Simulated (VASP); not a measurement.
Wanted: the native input for a VASP 6.6.1 run.

| Item | Value |
| --- | --- |
| Task | single point |
| Functional | PBE |
| Potentials or basis | VASP PAW PBE potentials, release 64 (Si, Ta_pv) |
| Cutoff | 520 eV |
| k mesh | 1 × 1 × 1, shifted |
| Occupations | fermi-dirac, width 0.1112 eV |
| Spin | no spin polarisation |
| Dipole correction | no |
| Further INCAR settings | LREAL = Auto; ALGO = Normal; EDIFF = 1e-07; NBANDS = 94; ISYM = 0 |

The structure of TaSi2 lies in POSCAR:

```
TaSi2
1.0
    7.2389490000     -0.0789630000     -0.1139910000
   -0.0789630000      7.5148510000      0.0255970000
   -0.1139910000      0.0255970000      7.3977730000
Si Ta
16 8
Direct
    0.3409212161      0.8430327776      0.4492889739
    0.5842008079      0.7909420016      0.0971190778
    0.3860315785      0.7636745173      0.7909912009
    1.0304433809     -0.0128692544      0.5312899822
    0.6450804830      0.3649539120      0.8303011790
    0.6921481505      0.8465341936      0.3644084408
   -0.0089069487      0.8849006367      0.1618254421
    0.2085944701      0.2413378869      0.3454304919
    0.1236959096      0.6363249509      0.5605815711
    0.5665858004      0.3771226062      0.1736188005
    0.5373224151      0.1122325289      0.3132733464
    0.0547664437      0.7634507133      0.8570600685
    0.2923452216      0.4451739282      0.8108261239
    0.5611340672      0.0809742380      0.6593935142
    0.1116774506      0.2660892548      0.0373201689
    0.8903113035      0.5063253813      0.3811717479
    0.8807565998      0.1966259134      0.2956104887
    0.7155171165      0.6800400445      0.6667097688
    0.5032797845      0.4094014392      0.5093044782
    0.9625132139      0.3410583567      0.6899323314
    0.4209146729      0.1126660144     -0.0315515801
    0.8845898271      0.5403101455      0.0294420983
    0.8592656143      0.0617512949      0.8928941046
    0.2456461376      0.6495165300      0.1522057752
```

One way to write it, as run:

INCAR

```
SYSTEM = TaSi2
  ALGO = Normal
  EDIFF = 1E-7
  ENCUT = 520
  GGA = PE
  ISIF = 2
  ISMEAR = -1
  ISYM = 0
  LASPH = .TRUE.
  LCHARG = .FALSE.
  LREAL = Auto
  LWAVE = .FALSE.
  NBANDS = 94
  NELM = 80
  PREC = Accurate
  SIGMA = 0.1112
```

KPOINTS

```
Automatic mesh
0
Gamma
  1 1 1
  0.25 0.25 0.25
```

Potentials or basis: VASP PAW PBE potentials, release 64 (Si, Ta_pv).

The run is started by

```sh
$ cat potpaw_PBE.64/Si/POTCAR potpaw_PBE.64/Ta_pv/POTCAR > POTCAR
$ mpirun -np 1 vasp_std > vasp.out
```

It gave:

The pressure is 0.1 GPa, the largest force is 3.306 eV/Å and the band gap on the k mesh is 0.12 eV.

Caveat: the k points lie up to 0.87 Å⁻¹ apart; spin-orbit coupling is left out, which moves the levels of the heavy elements.

Wall time 92 s on 1 thread of Intel(R) Xeon(R) Platinum 8488C (Sapphire Rapids), on a shared host, peak memory 0.39 GiB.
